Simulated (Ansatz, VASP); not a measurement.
One calculation of HgTe, two programs

Contents of INCAR:

```
SYSTEM = HgTe
ALGO = Normal
EDIFF = 1E-6
ENCUT = 520
GGA = PS
ISIF = 2
ISMEAR = -1
LASPH = .True.
LCHARG = .True.
LELF = .True.
LREAL = .False.
LVHAR = .True.
LWAVE = .False.
NBANDS = 26
NELM = 60
PREC = Accurate
SIGMA = 0.05
```

The input KPOINTS:

```
k-points
0
Gamma
  6 6 5
  0 0 0
```

Contents of POSCAR:

```
HgTe
1.0
    3.0512097241     -3.5349252628      0.0000000000
    3.0512097241      3.5349252628      0.0000000000
    0.0000000000      0.0000000000      5.9118752236
Hg Te
2 2
Direct
    0.6569500000      0.3430500000      0.2500000000
    0.3430500000      0.6569500000      0.7500000000
    0.2151910000      0.7848090000      0.2500000000
    0.7848090000      0.2151910000      0.7500000000
```

The input input.yaml:

```yaml
crystal:
  lattice:
    - [3.0512097241, -3.5349252628, 0.0]
    - [3.0512097241, 3.5349252628, 0.0]
    - [0.0, 0.0, 5.9118752236]
  atoms:
    - { symbol: Hg, position: [0.65695, 0.34305, 0.25] }
    - { symbol: Hg, position: [0.34305, 0.65695, 0.75] }
    - { symbol: Te, position: [0.215191, 0.784809, 0.25] }
    - { symbol: Te, position: [0.784809, 0.215191, 0.75] }
kpoints:
  mp_grid: { grid: [6, 6, 5] }
scf:
  occupations: { method: fermi_dirac, width: 0.05 }
hamiltonian:
  xc: pbesol
  pseudopotentials: { kind: all_electron, lapw: { basis_error: 0.001 } }
output:
  forces: true
  stress: true
  eigenvalues: true
```

Change from the starting cell: volume scaled by 1.06.

Alike in both runs: task single point; functional PBEsol; k mesh 6 × 6 × 5; occupations fermi-dirac, width 0.05 eV; no spin polarisation.

|  | VASP | Ansatz |
| --- | --- | --- |
| version | VASP 6.6.1 | Ansatz 0.2.0 |
| potentials or method | VASP PAW PBE potentials, release 64 (Hg, Te), cutoff 520 eV | all-electron LAPW, scalar-relativistic |

```csv
,VASP,Ansatz,Ansatz less VASP
gap on the k mesh at the Fermi level (eV),none,none,-
pressure (GPa),-5.1,-5.2,-0.08
"traceless stress, the component that is largest in VASP (GPa)",0.89,0.91,+0.023
rms of the force components (eV/Å),0.132,0.137,+0.0046
```

VASP's potentials were made for PBE, not for PBEsol. Atom by atom the forces differ by 0.005 eV/Å (rms over components). A gap of «none» marks a metal or a gap that the smearing closes. Ansatz ran all-electron here, and VASP with PAW potentials.

Spin-orbit coupling is off throughout.
